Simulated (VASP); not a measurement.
## AlN: relaxation of cell and atoms with PBE

AlN:

```
Al N
1.0
     3.13019    0.00000    0.00000
    -1.56509    2.71082    0.00000
     0.00000    0.00000   17.56356
Al N
7 7
Direct
  0.00000 0.00000 0.00000
  0.33333 0.66667 0.14286
  0.00000 0.00000 0.28571
  0.33333 0.66667 0.42857
  0.00000 0.00000 0.57143
  0.66667 0.33333 0.71429
  0.33333 0.66667 0.85714
  0.00000 0.00000 0.10714
  0.33333 0.66667 0.25000
  0.00000 0.00000 0.39286
  0.33333 0.66667 0.53571
  0.00000 0.00000 0.67857
  0.66667 0.33333 0.82143
  0.33333 0.66667 0.96429
```

```json
{
 "Program": "VASP 6.6.1",
 "Task": "relaxation of cell and atoms",
 "Functional": "PBE",
 "Potentials or basis": "VASP PAW PBE potentials, release 64 (Al, N)",
 "Cutoff": "600 eV",
 "k mesh": "9 × 9 × 2",
 "Occupations": "gaussian, width 0.02 eV",
 "Spin": "no spin polarisation",
 "Dipole correction": "no",
 "Further INCAR settings": "ALGO = Normal; EDIFF = 1e-07; IBRION = 2; EDIFFG = -0.01; NSW = 65; ISIF = 3"
}
```

The relaxed volume is 10.64 Å³/atom. The relaxed cell is a = 3.120 Å, b = 3.120 Å, c = 17.669 Å, α = 90.00°, β = 90.00°, γ = 120.00°, the space group after relaxing (to 0.1 Å) is P3m1 (No. 156) and the energy gained by relaxing is 2.8 meV/atom. The ionic steps are 15 and the pressure after relaxing is 0.0 GPa. The largest force after relaxing is 0.006 eV/Å. The band gap on the k mesh is 3.79 eV (least direct gap 4.01 eV).

Forces on the atoms (eV/Å):
```
Al   0.000  0.000  0.000
Al   0.000  0.000  0.001
Al   0.000  0.000  0.000
Al   0.000  0.000  0.000
Al   0.000  0.000  0.000
Al   0.000  0.000  0.004
Al   0.000  0.000 -0.004
N    0.000  0.000  0.006
N    0.000  0.000 -0.002
N    0.000  0.000  0.001
N    0.000  0.000 -0.006
N    0.000  0.000  0.003
N    0.000  0.000  0.000
N    0.000  0.000 -0.003
```

Step by step:
```
step  energy change (eV)  largest force (eV/Å)  pressure (GPa)  volume (Å³)
   1              0.0000                0.4928           -0.03       149.03
   2             -0.0046                0.3831            0.08       148.97
   3             -0.0363                0.0613           -0.10       149.01
   4             -0.0363                0.0594           -0.10       149.01
   5             -0.0369                0.0524            0.07       148.88
   6             -0.0372                0.0684            0.27       148.72
   7             -0.0376                0.0576            0.22       148.76
   8             -0.0381                0.0463            0.06       148.88
   9             -0.0382                0.0549            0.02       148.92
  10             -0.0384                0.0342           -0.03       148.95
  11             -0.0384                0.0254           -0.09       149.00
  12             -0.0384                0.0251           -0.08       148.99
  13             -0.0385                0.0116           -0.02       148.94
  14             -0.0385                0.0105            0.02       148.91
  15             -0.0385                0.0058            0.01       148.92
```

Final structure:
```
Al N
1.0
     3.11970    0.00000    0.00000
    -1.55985    2.70174    0.00000
     0.00000    0.00000   17.66853
Al N
7 7
Cartesian
  0.0000 0.0000 0.0099
  0.0000 1.8012 2.5240
  0.0000 0.0000 5.0394
  0.0000 1.8012 7.5549
  3.1197 0.0000 10.0699
  1.5599 0.9006 12.6066
  0.0000 1.8012 15.1430
  0.0000 0.0000 1.9141
  0.0000 1.8012 4.4292
  1.5599 2.7017 6.9445
  0.0000 1.8012 9.4601
  3.1197 0.0000 11.9858
  1.5599 0.9006 14.5227
  0.0000 1.8012 17.0586
```

Levels at points of the mesh, in eV from the valence-band top:
```tsv
k point	band 25	band 26	band 27	band 28	band 29	band 30	band 31	band 32
(0.00, 0.00, 0.00)	-0.20	-0.04	-0.04	0.00	4.01	5.18	5.21	6.47
(0.00, 0.00, 0.50)	-0.18	-0.18	-0.04	-0.04	4.29	4.51	5.94	6.01
```

Wall time 18 min on 1 thread of Intel(R) Xeon(R) 6975P-C (Granite Rapids) (shared host), peak memory 0.38 GiB.

Caveat: an odd mesh through Γ misses points on the zone boundary, where band edges can lie.
